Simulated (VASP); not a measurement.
Wanted: the native input for a VASP 6.6.1 run.

```yaml
Task: single point
Functional: PBE
Potentials_or_basis: VASP PAW PBE potentials, release 64 (Zn, O, C, F)
Cutoff: 520 eV
k_mesh: 2 × 2 × 1
Occupations: gaussian, width 0.02 eV
Spin: no spin polarisation
Dipole_correction: no
Further_INCAR_settings: LREAL = Auto; ALGO = Normal; EDIFF = 1e-06; NBANDS = 76
```

The structure of Zn6CO6F2 lies in POSCAR:

```
Zn6CO6F2
1.0
    5.8041020000      0.0000000000      0.0000000000
   -2.9020510000      5.4880210000      0.0000000000
    0.0000000000      0.0000000000     17.5870760000
Zn O C F
6 6 1 2
Direct
    0.3333332185      0.0000000000      0.0568598782
    0.4797936420      0.5273188641      0.0957719180
    0.9841539170      0.1247478827      0.1349867937
    1.0169228413      0.5952644861      0.1694551727
    0.4551622653      0.1493554780      0.2221886685
    0.5701290809      0.6843836786      0.2427353473
    0.2898654225      0.7150286050      0.0906564570
    0.2410512997      0.2340180550      0.0426338636
    0.7981980591      0.7652529026      0.1534932811
    0.7502810597      0.2578313749      0.1562530918
    0.2052677412      0.8223993676      0.2631083189
    0.3035256097      0.3569629198      0.2020317078
    0.3781910912      0.7967556975      0.3105850000
    0.5402157021      1.0420147809      0.3409427468
    0.2528119912      0.6620333632      0.3724969972
```

The input as run:

INCAR

```
SYSTEM = Zn6CO6F2
  ALGO = Normal
  EDIFF = 1E-6
  ENCUT = 520
  GGA = PE
  ISIF = 2
  ISMEAR = 0
  LASPH = .True.
  LCHARG = .True.
  LELF = .True.
  LREAL = Auto
  LVHAR = .True.
  LWAVE = .False.
  NBANDS = 76
  NELM = 100
  PREC = Accurate
  SIGMA = 0.02
```

KPOINTS

```
k-points
0
Gamma
  2 2 1
  0 0 0
```

Potentials or basis: VASP PAW PBE potentials, release 64 (Zn, O, C, F).

Command:

```console
$ cat potpaw_PBE.64/Zn/POTCAR potpaw_PBE.64/O/POTCAR potpaw_PBE.64/C/POTCAR potpaw_PBE.64/F/POTCAR > POTCAR
$ mpirun -np 1 vasp_std > vasp.out
```

Results of the run:

The largest force is 0.373 eV/Å. The band gap on the k mesh is 1.79 eV (least direct gap 2.00 eV).

Caveat: the k points lie up to 0.61 Å⁻¹ apart.

Run time: 6.9 min on 1 thread of AMD EPYC 9R45 96-Core Processor (Zen 5), with other jobs on the host, peak memory 0.69 GiB.
